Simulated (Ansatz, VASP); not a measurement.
## One calculation of BN, two programs

The input POSCAR:

```
BN
1.0
    2.5439665234      0.0000000000      0.0000000000
   -1.2719832617      2.2031396356      0.0000000000
    0.0000000000      0.0000000000      4.3339772826
B N
2 2
Direct
    0.6666666667      0.3333333333      0.9997995909
    0.3333333333      0.6666666667      0.4997995909
    0.6666666667      0.3333333333      0.6252004091
    0.3333333333      0.6666666667      0.1252004091
```

INCAR.step1

```
PREC     = Accurate       # precision mode
ENCUT    = 520            # plane-wave cutoff, eV
ISMEAR   = 0              # smearing method
SIGMA    = 0.05           # smearing width, eV
LREAL    = F              # projectors in reciprocal space
LASPH    = T              # aspherical terms in the spheres
NELM     = 80             # most SCF steps
NBANDS   = 16             # bands
GGA      = PE             # functional
ALGO     = Normal         # electronic algorithm
EDIFF    = 1E-4           # SCF threshold, eV
LWAVE    = T              # write WAVECAR
LCHARG   = F              # write CHGCAR
```

INCAR.step2

```
PREC     = Accurate       # precision mode
ENCUT    = 520            # plane-wave cutoff, eV
EDIFF    = 1E-6           # SCF threshold, eV
ISMEAR   = 0              # smearing method
SIGMA    = 0.05           # smearing width, eV
LREAL    = F              # projectors in reciprocal space
LASPH    = T              # aspherical terms in the spheres
NELM     = 80             # most SCF steps
ALGO     = Normal         # electronic algorithm
ISIF     = 2              # what is computed and relaxed
LWAVE    = F              # write WAVECAR
LCHARG   = T              # write CHGCAR
METAGGA  = R2SCAN         # meta-GGA
LMIXTAU  = T            
LELF     = T              # ELF
LVHAR    = T            
NBANDS   = 16             # bands
ISTART   = 1
```

File KPOINTS:

```
regular mesh
0
Gamma
  12 12 6
```

Input for Ansatz:

```yaml
crystal:
  lattice:
    - [2.5439665234, 0.0, 0.0]
    - [-1.2719832617, 2.2031396356, 0.0]
    - [0.0, 0.0, 4.3339772826]
  atoms:
    - { symbol: B, position: [0.6666666667, 0.3333333333, 0.9997995909] }
    - { symbol: B, position: [0.3333333333, 0.6666666667, 0.4997995909] }
    - { symbol: "N", position: [0.6666666667, 0.3333333333, 0.6252004091] }
    - { symbol: "N", position: [0.3333333333, 0.6666666667, 0.1252004091] }
basis:
  ecutwfc: 500
kpoints:
  mp_grid: { grid: [12, 12, 6] }
hamiltonian:
  xc: r2scan
scf:
  occupations: { method: gaussian, width: 0.05 }
output:
  forces: true
  stress: true
  eigenvalues: true
```

Change from the starting cell: strain +0.000 along x and y, +0.030 along z, atoms carried along.

Alike in both runs: task single point; functional r2SCAN; k mesh 12 × 12 × 6; occupations gaussian, width 0.05 eV; no spin polarisation.

|  | VASP | Ansatz |
| --- | --- | --- |
| version | VASP 6.6.1 | Ansatz 0.2.0 |
| potentials or method | VASP PAW PBE potentials, release 64 (B, N), cutoff 520 eV | scalar-relativistic, plane waves, PAW |
| valence electrons in the cell | 16 | 16 |

|  | VASP | Ansatz | Ansatz less VASP |
| --- | --- | --- | --- |
| gap on the k mesh at the Fermi level (eV) | 5.65 | 5.68 | +0.030 |
| least direct gap on the mesh (eV) | 8.12 | 8.13 | +0.013 |
| pressure (GPa) | -9.6 | -10.6 | -1.00 |
| traceless stress, the component that is largest in VASP (GPa) | -18.17 | -18.05 | +0.123 |
| rms of the force components (eV/Å) | 0.060 | 0.067 | +0.0067 |

VASP's potentials were made for PBE, not for r2SCAN. Atom by atom the forces differ by 0.007 eV/Å (rms over components).
